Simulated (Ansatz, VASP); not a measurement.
**One calculation of ZnSe, two programs**

```
CELL_PARAMETERS angstrom
0.00000 2.93448 2.93448
2.93448 0.00000 2.93448
2.93448 2.93448 0.00000
ATOMIC_POSITIONS crystal
Zn 0.00000 0.00000 0.00000
Se 0.75000 0.75000 0.75000
```

Alike in both runs: task single point; functional PBE; k mesh 8 × 8 × 8; occupations gaussian, width 0.02 eV; no spin polarisation.

|  | VASP | Ansatz |
| --- | --- | --- |
| version | VASP 6.6.1 | Ansatz 0.2.0 |
| potentials or method | VASP PAW PBE potentials, release 64 (Zn, Se), cutoff 520 eV | scalar-relativistic, plane waves, PAW |
| valence electrons in the cell | 18 | 28 |

|  | VASP | Ansatz | Ansatz less VASP |
| --- | --- | --- | --- |
| gap on the k mesh at the Fermi level (eV) | 0.89 | 0.89 | +0.001 |
| least direct gap on the mesh (eV) | 0.89 | 0.89 | +0.001 |
| pressure (GPa) | -3.2 | -3.4 | -0.16 |

VASP's potentials hold 18 valence electrons a cell and Ansatz's 28, so a difference there can come from the potentials and not from the codes.
